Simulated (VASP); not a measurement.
Input of a VASP 6.6.1 run:

File INCAR:

```
SYSTEM = TiC
PREC = Accurate
ENCUT = 520
EDIFF = 1E-8
ISMEAR = -1
SIGMA = 0.03
LREAL = .False.
LASPH = .True.
NELM = 80
ALGO = Normal
ISIF = 2
LWAVE = .False.
LCHARG = .False.
GGA = PS
LEFG = .True.
NBANDS = 15
```

Contents of KPOINTS:

```
regular mesh
0
Gamma
  14 14 14
  0 0 0
```

Contents of POSCAR:

```
TiC
1.0
    0.0000000000      2.1198243393      2.1198243393
    2.1198243393      0.0000000000      2.1198243393
    2.1198243393      2.1198243393      0.0000000000
Ti C
1 1
Direct
    0.0000000000      0.0000000000      0.0000000000
    0.5000000000      0.5000000000      0.5000000000
```

Potentials or basis: VASP PAW PBE potentials, release 64 (Ti_sv, C).

The run is started by

```sh
$ cat potpaw_PBE.64/Ti_sv/POTCAR potpaw_PBE.64/C/POTCAR > POTCAR
$ mpirun -np 1 vasp_std > vasp.out
```

Problem. Estimate the pressure.

Solution. 11.1 GPa.

Problem. Estimate the band gap on the k mesh.

Solution. Zero (bands 8 and 9 overlap by 1.09 eV).

Caveat: the cell stands under pressure; the PAW data sets were made with another functional, which shifts forces and pressure a little.
